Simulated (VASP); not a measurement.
# Be4Te (P-6m2) in VASP: a series of runs

The runs below take Be4Te through single point, relaxation of cell and atoms, with PBE.

Everything below comes from runs of VASP 6.6.1. Logs are shortened: lines on timing, memory, paths and dates and some standing lists are left out, and cuts for length are marked.

## 1. The cell of the first run

Symmetry: P-6m2, No. 187, hexagonal system. Conventional cell: a = 4.153 Å, b = 4.153 Å, c = 4.455 Å, α = 90.00°, β = 90.00°, γ = 120.00°. Within 2.2 Å of Be (site symmetry mm2) lie 4 Be at 1.68 to 2.09 Å. Be (site symmetry -6m2) has 6 Be at 2.09 Å and 2 Te at 2.23 Å within 2.8 Å. Te (site symmetry -6m2) has 2 Be at 2.23 Å within 2.9 Å.

The cell was generated, and may not be a known phase.

## 2. Single point, PBE

File INCAR:

```
  PREC = Accurate
  ENCUT = 520
  EDIFF = 1E-7
  ISMEAR = 0
  SIGMA = 0.1
  LREAL = F
  LASPH = T
  NELM = 80
  ALGO = Normal
  ISIF = 2
  LWAVE = F
  LCHARG = F
  GGA = PE
  NBANDS = 15
```

File KPOINTS:

```
regular mesh
0
Gamma
  6 6 4
```

File POSCAR:

```
Be4Te
1.0
    4.1531261400      0.0000000000      0.0000000000
   -2.0765630700      3.5967127400      0.0000000000
    0.0000000000      0.0000000000      4.4550638200
Be Te
4 1
Direct
    0.1350542700      0.8649457300      0.0000000000
    0.1350542700      0.2701085500      0.0000000000
    0.7298914500      0.8649457300      0.0000000000
    0.6666666700      0.3333333300      0.0000000000
    0.6666666700      0.3333333300      0.5000000000
```

Potentials or basis: VASP PAW PBE potentials, release 64 (Be, Te).

Run with:

```console
$ cat potpaw_PBE.64/Be/POTCAR potpaw_PBE.64/Te/POTCAR > POTCAR
$ mpirun -np 1 vasp_std > vasp.out
```

OUTCAR:

```text
PREC = Accurate
   ENCUT = 520
   EDIFF = 1E-7
   ISMEAR = 0
   LREAL = F
   LASPH = T
   NELM = 80
   ISIF = 2
   GGA = PE

 ion  position               nearest neighbor table
   1  0.135  0.865  0.000-   2 1.68   3 1.68   4 2.09   4 2.09
   2  0.135  0.270  0.000-   1 1.68   3 1.68   4 2.09   4 2.09
   3  0.730  0.865  0.000-   2 1.68   1 1.68   4 2.09   4 2.09
   4  0.667  0.333  0.000-   3 2.09   2 2.09   1 2.09   1 2.09   3 2.09   2 2.09   5 2.23   5 2.23

   5  0.667  0.333  0.500-   4 2.23   4 2.23

  LATTYP: Found a hexagonal cell.
 ALAT       =     4.1531261400
 C/A-ratio  =     1.0727013025

  Lattice vectors:

 A1 = (   4.1531261400,   0.0000000000,   0.0000000000)
 A2 = (  -2.0765630700,   3.5967127400,   0.0000000000)
 A3 = (   0.0000000000,   0.0000000000,   4.4550638200)

Analysis of symmetry for initial positions (statically):
=====================================================================
 Subroutine PRICEL returns:
 Original cell was already a primitive cell.

 Routine SETGRP: Setting up the symmetry group for a
 hexagonal supercell.

 Subroutine GETGRP returns: Found 12 space group operations
 (whereof 12 operations were pure point group operations)
 out of a pool of 24 trial point group operations.

The static configuration has the point symmetry D_3h.

Analysis of symmetry for dynamics (positions and initial velocities):
=====================================================================
 Subroutine PRICEL returns:
 Original cell was already a primitive cell.

 Routine SETGRP: Setting up the symmetry group for a
 hexagonal supercell.

 Subroutine GETGRP returns: Found 12 space group operations
 (whereof 12 operations were pure point group operations)
 out of a pool of 24 trial point group operations.

The dynamic configuration has the point symmetry D_3h.

 Subroutine INISYM returns: Found 12 space group operations
 (whereof 12 operations are pure point group operations),
 and found     1 'primitive' translations

----------------------------------------------------------------------------------------

                                     Primitive cell

  volume of cell :      66.5480

  direct lattice vectors                    reciprocal lattice vectors
[... 99 lines left out ...]
   PSTRESS=    0.0 pullay stress
   NELECT =      14.0000    total number of electrons
   NUPDOWN=      -1.0000    fix difference up-down
   EMIN   =  10.00;   EMAX   =-10.00  energy-range for DOS
   EFERMI =   0.00;   METHOD = LEGACY
   ISMEAR =     0;   SIGMA  =   0.10  broadening in eV -4-tet -1-fermi 0-gaus
   EFERMI_NEDOS =   21; number of points for ismear=-14 and -15
   IALGO  =     38    algorithm
   IMIX   =      4    mixing-type and parameters
     AMIX     =   0.40;   BMIX     =  1.00
     AMIX_MAG =   1.60;   BMIX_MAG =  1.00
  volume/ion in A,a.u.               =      13.31        89.82
  Fermi-wavevector in a.u.,A,eV,Ry     =   0.973657  1.839945 12.898426  0.948008
  Thomas-Fermi vector in A             =   2.104054
   LORBIT       =      0    0 simple, 1 ext, 2 COOP (PROOUT), +10 PAW based schemes
   GGA     = PE    functional components
   LHFCALC =     F    Hartree Fock is set to
   AEXX    =    0.0000 exact exchange contribution
   IVDW    =     0    specifies the selected vdW correction
   LEPSILON=     F    determine dielectric tensor
   LRPA    =     F    only Hartree local field effects (RPA)
 non-spin polarized calculation
 Gauss-broadening in eV      SIGMA  =   0.10
  energy-cutoff  :      520.00
  volume of cell :       66.55
 maximum number of plane-waves:      1816
 NGX is ok and might be reduce to    32
   NGX = 15   NGY = 15   NGZ = 17

 number of electron      14.0000000 magnetization

 Free energy of the ion-electron system (eV)
  ---------------------------------------------------
  ext. energy  EPLUGINS =         0.00000000
  ---------------------------------------------------
  free energy    TOTEN  =       -13.05371607 eV

  energy without entropy =      -13.02966736  energy(sigma->0) =      -13.04169171

 E-fermi :   6.0281     XC(G=0):  -9.7413

 val. band max:        6.0232788628   @ k =   0.3333   0.0000   0.2500
 cond. band min:       6.0470193588   @ k =   0.3333   0.1667   0.0000
 fundamental gap:      0.0237404961
 Fermi energy:         6.0280918079

 k-point     1 :       0.0000    0.0000    0.0000
  band No.  band energies     occupation
      1      -6.9148      2.00000
      2       0.1228      2.00000
      3       0.9571      2.00000
      4       2.4208      2.00000
      5       2.4208      2.00000
      6       4.2550      2.00000
      7       7.8103      0.00000
      8       7.8103      0.00000
      9       8.3273      0.00000
     10       8.8501      0.00000
     11       9.4828      0.00000
     12       9.4828      0.00000
     13      13.1685      0.00000
     14      13.1685      0.00000
[... 347 lines left out ...]
      2      -1.3540      2.00000
      3       0.4219      2.00000
      4       1.5105      2.00000
      5       1.6640      2.00000
      6       2.2160      2.00000
      7       7.3874      0.00000
      8       7.7833      0.00000
      9       9.3043      0.00000
     10       9.9092      0.00000
     11      11.2443      0.00000
     12      12.2704      0.00000
     13      13.2616      0.00000
     14      15.2820      0.00000
     15      15.3441      0.00000

------------------------ aborting loop because EDIFF is reached ----------------------------------------

  FORCE on cell =-STRESS in cart. coord.  units (eV):
  Direction    XX          YY          ZZ          XY          YZ          ZX
  --------------------------------------------------------------------------------------
  -------------------------------------------------------------------------------------
  Total        9.4482780      9.4482779      9.1951814     -0.0000000      0.0000000      0.0000000
  in kB      227.4722581    227.4722578    221.3788250     -0.0000000      0.0000000      0.0000000
  external PRESSURE =     225.4411136 kB  Pullay stress =       0.0000000 kB

 VOLUME and BASIS-vectors are now :
 -----------------------------------------------------------------------------
  energy-cutoff  :      520.00
  volume of cell :       66.55
      direct lattice vectors                 reciprocal lattice vectors
     4.153126140  0.000000000  0.000000000     0.240782477  0.139015828  0.000000000
    -2.076563070  3.596712740  0.000000000     0.000000000  0.278031656  0.000000000
     0.000000000  0.000000000  4.455063820     0.000000000  0.000000000  0.224463676

 POSITION                                       TOTAL-FORCE (eV/Angst)
 -----------------------------------------------------------------------------------
     -1.23522      3.11096      0.00000         6.568533     -3.792344      0.000000
     -0.00000      0.97150      0.00000         0.000000      7.584689     -0.000000
      1.23522      3.11096      0.00000        -6.568533     -3.792344      0.000000
      2.07656      1.19890      0.00000         0.000000     -0.000000     -0.000000
      2.07656      1.19890      2.22753        -0.000000     -0.000000     -0.000000
 -----------------------------------------------------------------------------------
    total drift:                               -0.000008      0.000005     -0.000000

  FREE ENERGIE OF THE ION-ELECTRON SYSTEM (eV)
  ---------------------------------------------------
  free  energy   TOTEN  =       -13.0537160660 eV

  energy  without entropy=      -13.0296673554  energy(sigma->0) =      -13.04169171
```

OSZICAR:

```text
N       E                     dE             d eps       ncg     rms          rms(c)
DAV:   1     0.239626661556E+02    0.23963E+02   -0.52503E+03   630   0.768E+02
DAV:   2    -0.162902909271E+02   -0.40253E+02   -0.37147E+02   854   0.125E+02
DAV:   3    -0.181091532539E+02   -0.18189E+01   -0.18034E+01   805   0.266E+01
DAV:   4    -0.181325221366E+02   -0.23369E-01   -0.23366E-01   799   0.325E+00
DAV:   5    -0.181330508748E+02   -0.52874E-03   -0.52873E-03   833   0.501E-01    0.121E+01
DAV:   6    -0.132283572001E+02    0.49047E+01   -0.79699E+00   693   0.151E+01    0.550E+00
DAV:   7    -0.130801017735E+02    0.14826E+00   -0.15664E+00   882   0.624E+00    0.448E+00
DAV:   8    -0.130582653011E+02    0.21836E-01   -0.69813E-02   658   0.146E+00    0.351E+00
DAV:   9    -0.130585651982E+02   -0.29990E-03   -0.39843E-02   756   0.106E+00    0.105E+00
DAV:  10    -0.130536593260E+02    0.49059E-02   -0.10812E-02   665   0.530E-01    0.254E-01
DAV:  11    -0.130536944041E+02   -0.35078E-04   -0.84271E-04   854   0.153E-01    0.185E-01
DAV:  12    -0.130537129214E+02   -0.18517E-04   -0.54080E-05   721   0.437E-02    0.254E-02
DAV:  13    -0.130537164615E+02   -0.35401E-05   -0.93378E-06   798   0.175E-02    0.188E-02
DAV:  14    -0.130537161185E+02    0.34299E-06   -0.72015E-07   742   0.507E-03    0.101E-02
DAV:  15    -0.130537160660E+02    0.52478E-07   -0.21291E-07   690   0.228E-03
   1 F= -.13053716E+02 E0= -.13041692E+02  d E =-.240487E-01
```

Run time: 11 s. Hardware: 1 thread of AMD EPYC 9R45 (Zen 5), shared host; peak memory 0.16 GiB.

Results:

| Quantity | Value |
| --- | --- |
| Free energy | -13.0537 eV |
| Pressure | 22.5 GPa |
| Largest force | 7.585 eV/Å |
| Band gap on the k mesh | zero (bands 7 and 8 overlap by 1.99 eV) |

Forces on the atoms (eV/Å):
```
Be   6.569 -3.792  0.000
Be   0.000  7.585  0.000
Be  -6.569 -3.792  0.000
Be   0.000  0.000  0.000
Te   0.000  0.000  0.000
```

Stress tensor (GPa, compression positive):
```
22.75  0.00  0.00
 0.00 22.75  0.00
 0.00  0.00 22.14
```

Caveat: the cell stands under pressure; spin-orbit coupling is left out, which moves the levels of the heavy elements; forces of over 1 eV/Å act on the atoms, so gaps and moduli don't describe the material at rest.

## 3. Relaxation of cell and atoms, PBE

File INCAR:

```
  PREC = Accurate
  ENCUT = 600
  EDIFF = 1E-7
  ISMEAR = 0
  SIGMA = 0.1
  LREAL = F
  LASPH = T
  NELM = 80
  ALGO = Normal
  ISIF = 3
  LWAVE = F
  LCHARG = F
  GGA = PE
  IBRION = 2
  NSW = 90
  EDIFFG = -0.04
```

File KPOINTS:

```
Automatic mesh
0
Gamma
  6 6 4
```

POSCAR is that of step 2.

Potentials or basis: VASP PAW PBE potentials, release 64 (Be, Te).

Run with:

```console
$ cat potpaw_PBE.64/Be/POTCAR potpaw_PBE.64/Te/POTCAR > POTCAR
$ mpirun -np 1 vasp_std > vasp.out
```

It took 49 s on 1 thread of AMD EPYC 9R45 (Zen 5), shared host; peak memory 0.19 GiB.

Results (log left out):

| Property | Result |
| --- | --- |
| Free energy | -16.0524 eV |
| Relaxed volume | 16.00 Å³/atom |
| Relaxed cell | a = 4.295 Å, b = 4.295 Å, c = 5.008 Å, α = 90.00°, β = 90.00°, γ = 120.00° |
| Space group after relaxing (to 0.1 Å) | P6/mmm (No. 191) |
| Energy gained by relaxing | 599.7 meV/atom |
| Ionic steps | 6 |
| Pressure after relaxing | -0.1 GPa |
| Largest force after relaxing | 0.008 eV/Å |
| Band gap on the k mesh | zero (bands 7 and 8 overlap by 1.93 eV) |

Forces in eV/Å, atoms in the order of the input:
```
Be  -0.007  0.004  0.000
Be   0.000 -0.008  0.000
Be   0.007  0.004  0.000
Be   0.000  0.000  0.000
Te   0.000  0.000  0.000
```

The path:
```tsv
step	energy change (eV)	largest force (eV/Å)	pressure (GPa)	volume (Å³)
1	0.0000	7.5846	22.55	66.55
2	-2.2365	2.2669	-2.13	86.27
3	-2.8011	0.1232	1.31	78.11
4	-2.9808	0.2094	-0.17	79.89
5	-2.9931	0.2463	-0.45	80.51
6	-2.9986	0.0081	-0.09	80.00
```

Final structure:
```
CELL_PARAMETERS angstrom
4.29498 0.00000 0.00000
-2.14749 3.71956 0.00000
0.00000 0.00000 5.00780
ATOMIC_POSITIONS crystal
Be 0.16672 0.83328 0.00000
Be 0.16672 0.33344 0.00000
Be 0.66656 0.83328 0.00000
Be 0.66667 0.33333 0.00000
Te 0.66667 0.33333 0.50000
```

Levels at points of the mesh, in eV from the Fermi level:
```
           k point  band 3  band 4  band 5  band 6  band 7  band 8  band 9  band 10  band 11
(0.00, 0.00, 0.00)   -4.82   -2.54   -2.54   -1.33    1.23    1.23    2.66     3.33     3.90
(0.50, 0.00, 0.00)   -4.14   -3.82   -2.94   -1.56   -1.09    0.48    1.03     4.33     5.01
(0.00, 0.00, 0.50)   -1.74   -1.74   -1.28   -0.45   -0.45    0.00    0.30     3.84     4.55
(0.50, 0.00, 0.50)   -5.22   -3.69   -1.91   -1.87   -1.24    2.07    2.10     4.09     4.28
```

Caveat: the volume moved by over 15 % at a fixed basis, so the end points are rough; spin-orbit coupling is left out, which moves the levels of the heavy elements.

The gap in the log of VASP goes by the Fermi energy; the results here count the filled bands.